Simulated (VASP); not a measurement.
Runs of VASP 6.6.1 on NbP. The structure is that of space group I4_1md (No. 109), or close to it. The cells are those of the table. 

| task | level | U | cell | cutoff (eV) | smearing | gap on the mesh (eV) | pressure (GPa) | largest force (eV/Å) |
| --- | --- | --- | --- | --- | --- | --- | --- | --- |
| single point | PBE | - | a = 6.210 Å, angles 148.7, 148.7, 44.8°, 4 atoms | 520 | gaussian 0.023 eV | none | (a) | 0.02 |
| single point | PBEsol+U | Nb d U = 4.0 eV | a = 6.210 Å, angles 148.7, 148.7, 44.8°, 4 atoms | 520 | fermi-dirac 0.05 eV | none | -0.7 | 0.01 |
| single point | BLYP | - | a = 6.210 Å, angles 148.7, 148.7, 44.8°, 4 atoms | 520 | fermi-dirac 0.05 eV | none | 7.7 | 0.01 |
| relaxation of cell and atoms | PBEsol | - | relaxed to 2 GPa from a = 6.210 Å, angles 148.7, 148.7, 44.8°, 4 atoms | 600 | fermi-dirac 0.05 eV | 0.06 | 2.0 | - |
| single point | PBEsol | - | a = 6.114 Å, angles 148.5, 148.5, 45.2°, 4 atoms | 520 | fermi-dirac 0.05 eV | 0.06 | -0.2 | - |

Alike in all rows: potentials or basis VASP PAW PBE potentials, release 64 (Nb_sv, P); no spin polarisation; k mesh 11 × 11 × 11.

**Question.** Estimate the missing entries.

**Answer.** (a) -1.5.

Caveats: the PAW data sets were made with another functional, which shifts forces and pressure a little (at least some runs); an odd mesh through Γ misses points on the zone boundary, where band edges can lie (at least some runs); U without spin polarisation on a metal has little footing (at least some runs); the U is typed as a test and isn't derived for this compound (at least some runs); the cell stands under pressure (at least some runs); the cell is relaxed towards a set pressure, so the run minimises the enthalpy, not the energy (at least some runs).

A k mesh can miss the band edges, and the runs leave out spin-orbit coupling on Nb.

A gap of «none» marks levels without a gap at the run's occupations.
